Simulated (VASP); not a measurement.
Here is a VASP 6.6.1 calculation.

Contents of INCAR:

```
ALGO     = Normal         # electronic algorithm
EDIFF    = 1E-6           # SCF threshold, eV
ENCUT    = 520            # plane-wave cutoff, eV
GGA      = PE             # functional
ISIF     = 2              # what is computed and relaxed
ISMEAR   = -1             # smearing method
IVDW     = 13             # dispersion correction
LASPH    = T              # aspherical terms in the spheres
LCHARG   = F              # write CHGCAR
LREAL    = F              # projectors in reciprocal space
LWAVE    = F              # write WAVECAR
NBANDS   = 26             # bands
NELM     = 100            # most SCF steps
PREC     = Accurate       # precision mode
SIGMA    = 0.15           # smearing width, eV
```

File KPOINTS:

```
k-points
0
Gamma
  6 6 3
```

The input POSCAR:

```
CdInS2
1.0
    3.8695000000      0.0000000000      0.0000000000
   -1.9347500000      3.3510800000      0.0000000000
    0.0000000000      0.0000000000      6.8105300000
Cd In S
1 1 2
Direct
    0.0000000000      0.0000000000      0.0000000000
    0.0000000000      0.0000000000      0.5000000000
    0.6666666667      0.3333333333      0.7550500000
    0.3333333333      0.6666666667      0.2449500000
```

Potentials or basis: VASP PAW PBE potentials, release 64 (Cd, In_d, S).

Command:

```bash
$ cat potpaw_PBE.64/Cd/POTCAR potpaw_PBE.64/In_d/POTCAR potpaw_PBE.64/S/POTCAR > POTCAR
$ mpirun -np 1 vasp_std > vasp.out
```

Problem. Estimate the pressure.

Solution. -2.3 GPa.

Problem. Predict the dispersion energy per atom.

Solution. -0.360 eV.

Forces in eV/Å, atoms in the order of the input:
```
Cd   0.000  0.000  0.000
In   0.000  0.000  0.000
S    0.000  0.000  0.098
S    0.000  0.000 -0.098
```
